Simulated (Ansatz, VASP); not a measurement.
This is a calculation of PbF2 for VASP 6.6.1.

The input INCAR:

```
SYSTEM = PbF2
AGGAC = 1.0
AGGAX = 1.0
ALDAC = 0.0
ALDAX = 1.0
ALGO = Normal
EDIFF = 1E-7
EDIFFG = -0.01
ENCUT = 600
GGA = B5
GGA_COMPAT = .FALSE.
IBRION = 2
ISIF = 3
ISMEAR = -1
IVDW = 12
LASPH = .TRUE.
LCHARG = .FALSE.
LREAL = .FALSE.
LWAVE = .FALSE.
NELM = 120
NELMIN = 4
NSW = 60
PREC = Accurate
SIGMA = 0.05
VDW_A1 = 0.4298
VDW_A2 = 4.2359
VDW_S6 = 1.0
VDW_S8 = 2.6996
```

KPOINTS

```
k-points
0
G
  8 8 8
  0 0 0
```

Contents of POSCAR:

```
PbF2
1.0
    0.0000000000      2.9636600000      2.9636600000
    2.9636600000      0.0000000000      2.9636600000
    2.9636600000      2.9636600000      0.0000000000
Pb F
1 2
Direct
    0.0000000000      0.0000000000      0.0000000000
    0.7500000000      0.7500000000      0.7500000000
    0.2500000000      0.2500000000      0.2500000000
```

Potentials or basis: VASP PAW PBE potentials, release 64 (Pb_d, F).

The run is started by

```bash
$ cat potpaw_PBE.64/Pb_d/POTCAR potpaw_PBE.64/F/POTCAR > POTCAR
$ mpirun -np 1 vasp_std > vasp.out
```

Task: Set up the same calculation for Ansatz 0.2.0. Potentials there: Ansatz PAW.

Result: As run (the cutoff follows the program's own potentials):

Contents of input.yaml:

```yaml
crystal:
  lattice:
    - [0.0, 2.96366, 2.96366]
    - [2.96366, 0.0, 2.96366]
    - [2.96366, 2.96366, 0.0]
  atoms:
    - { symbol: Pb, position: [0.0, 0.0, 0.0] }
    - { symbol: F, position: [0.75, 0.75, 0.75] }
    - { symbol: F, position: [0.25, 0.25, 0.25] }
hamiltonian:
  xc: blyp
  pseudopotentials: { kind: paw }
  dispersion: d3bj
kpoints:
  mp_grid: { grid: [8, 8, 8] }
scf:
  occupations: { method: fermi_dirac, width: 0.05 }
output:
  forces: true
  stress: true
relax:
  f_tol: 0.01
  max_steps: 40
  cell: { stress_tol: 0.05 }
```

Potentials or basis: Ansatz PAW.

Command:

```console
$ ansatz run input.yaml --threads 2 --pin off --max-ram 5632MiB --backend cpu --events-out ev --progress --plain --runs-dir out
```

Both were run:

|  | VASP | Ansatz | Ansatz less VASP |
| --- | --- | --- | --- |
| relaxed volume (Å³/atom) | 17.81 | 17.80 | -0.012 |
| relaxed cell length with the largest relative difference (Å) | 4.228 | 4.227 | -0.0009 |

VASP's potentials were made for PBE, not for BLYP.

Neither program's run includes spin-orbit coupling. Noted on Ansatz's run: the plane-wave basis is chosen anew once the cell has moved, so the energies of steps on either side of that aren't comparable.
